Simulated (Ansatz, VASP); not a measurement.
V in VASP and in Ansatz

```
V
1.0
     3.05604    0.00000    0.00000
     0.00000    3.05604    0.00000
     0.00000    0.00000    2.89792
V
2
Direct
  0.00000 0.00000 0.00000
  0.50000 0.50000 0.50000
```

Alike in both runs: task single point; functional PBE; k mesh 2 × 2 × 2; occupations fermi-dirac, width 0.1 eV; collinear spin; Hubbard terms V d U = 2.5 eV.

|  | VASP | Ansatz |
| --- | --- | --- |
| version | VASP 6.6.1 | Ansatz 0.2 development build |
| potentials or method | VASP PAW PBE potentials, release 64 (V_sv) | PAW hard, scalar-relativistic |
| plane-wave cutoff (eV) | 500 | 840 |

```tsv
	VASP	Ansatz	Ansatz less VASP
net moment per atom (μB)	0.00	0.00	0.000
size of the moment on the site where the two differ most (μB)	1.06	1.90	+0.842
```

Site moments also hang on the region over which each program counts them. The programs project onto different local orbitals, so the same U acts differently, and such runs can settle in different states. Ansatz's warnings: filled band counts differ across k points.

The k mesh is coarse, so the values compare programs but aren't converged.
